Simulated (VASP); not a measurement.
**InP3: single point with PBEsol**

InP3:

```
In P
1.0
     3.86359    2.23064    3.54173
    -3.86359    2.23064    3.54173
     0.00000   -4.46129    3.54173
In P
2 6
Direct
  0.27328 0.27328 0.27328
  0.72672 0.72672 0.72672
  0.79471 0.24119 0.79471
  0.79471 0.79471 0.24119
  0.24119 0.79471 0.79471
  0.20529 0.75881 0.20529
  0.75881 0.20529 0.20529
  0.20529 0.20529 0.75881
```

This cell differs from its parent crystal: strain +0.040 along x and y, +0.080 along z.

```json
{
 "Program": "VASP 6.6.1",
 "Task": "single point",
 "Functional": "PBEsol",
 "Potentials or basis": "VASP PAW PBE potentials, release 64 (In_d, P)",
 "Cutoff": "520 eV",
 "k mesh": "6 × 6 × 6",
 "Occupations": "gaussian, width 0.15 eV",
 "Spin": "no spin polarisation"
}
```

* Pressure: -9.0 GPa
* Largest force: 1.162 eV/Å
* Band gap on the k mesh: zero (bands 28 and 29 overlap by 0.62 eV)

Forces in eV/Å, atoms in the order of the input:
```
In   0.000  0.000  0.082
In   0.000  0.000 -0.082
P    0.496 -0.287  1.011
P    0.000  0.573  1.011
P   -0.496 -0.287  1.011
P   -0.496  0.287 -1.011
P    0.496  0.287 -1.011
P    0.000 -0.573 -1.011
```

Stress tensor (GPa, compression positive):
```
-9.09  0.00  0.00
 0.00 -9.09  0.00
 0.00  0.00 -8.91
```

Levels at points of the mesh, in eV from the Fermi level:
| k point | band 26 | band 27 | band 28 | band 29 | band 30 | band 31 |
| --- | --- | --- | --- | --- | --- | --- |
| (0.00, 0.00, 0.00) | -1.81 | -1.13 | -0.54 | -0.51 | -0.51 | 2.49 |
| (0.50, 0.00, 0.00) | -1.13 | -1.13 | -1.04 | 0.45 | 2.26 | 2.37 |
| (0.50, 0.50, 0.00) | -0.87 | -0.55 | 0.06 | 1.28 | 1.31 | 1.95 |
| (0.50, 0.50, 0.50) | 0.06 | 0.09 | 0.09 | 1.34 | 1.41 | 1.41 |

Run time: 120 s on 1 thread of AMD EPYC 9R45 96-Core Processor (Zen 5), with other jobs on the host, peak memory 0.32 GiB.

Caveat: the cell differs from its parent crystal (strain +0.040 along x and y, +0.080 along z); the cell stands under tension; semilocal functionals underestimate gaps, so a narrow gap can read as zero; the PAW data sets were made with another functional, which shifts forces and pressure a little; spin-orbit coupling is left out, which moves the levels of the heavy elements.
